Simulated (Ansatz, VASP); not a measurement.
## Two plane-wave programs on Hf

File INCAR:

```
SYSTEM = Hf
  PREC = Accurate
  ENCUT = 500
  EDIFF = 1E-6
  ISMEAR = 0
  SIGMA = 0.15
  LREAL = .False.
  LASPH = .True.
  NELM = 120
  ALGO = Normal
  ISIF = 2
  LWAVE = .False.
  LCHARG = .False.
  GGA = PS
  NBANDS = 11
  GGA_COMPAT = .False.
```

Contents of KPOINTS:

```
regular mesh
0
Gamma
  18 18 18
  0 0 0
```

Contents of POSCAR:

```
Hf
1.0
    0.0000000000      2.3088000000      2.1312000000
    2.3088000000      0.0000000000      2.1312000000
    2.3088000000      2.3088000000      0.0000000000
Hf
1
Direct
    0.0000000000      0.0000000000      0.0000000000
```

Input for Ansatz:

```yaml
crystal:
  lattice:
    - [0.0, 2.3088, 2.1312]
    - [2.3088, 0.0, 2.1312]
    - [2.3088, 2.3088, 0.0]
  atoms:
    - { symbol: Hf, position: [0.0, 0.0, 0.0] }
basis:
  ecutwfc: 420
kpoints:
  mp_grid: { grid: [18, 18, 18] }
hamiltonian:
  xc: pbesol
scf:
  occupations: { method: gaussian, width: 0.15 }
output:
  forces: true
  stress: true
  eigenvalues: true
```

Change from the starting cell: strain +0.040 along x and y, -0.040 along z, atoms carried along.

Alike in both runs: task single point; functional PBEsol; k mesh 18 × 18 × 18; occupations gaussian, width 0.15 eV; no spin polarisation.

|  | VASP | Ansatz |
| --- | --- | --- |
| version | VASP 6.6.1 | Ansatz 0.2.0 |
| potentials or method | VASP PAW PBE potentials, release 64 (Hf_pv), cutoff 500 eV | scalar-relativistic, plane waves, PAW |
| valence electrons in the cell | 10 | 26 |

```csv
,VASP,Ansatz,Ansatz less VASP
gap on the k mesh at the Fermi level (eV),none,none,-
pressure (GPa),-5.6,-5.2,+0.39
"traceless stress, the component that is largest in VASP (GPa)",2.40,2.38,-0.026
```

VASP's potentials were made for PBE, not for PBEsol. A gap of «none» marks a metal or a gap that the smearing closes. VASP's potentials hold 10 valence electrons a cell and Ansatz's 26, so a difference there can come from the potentials and not from the codes.

Spin-orbit coupling is off throughout.
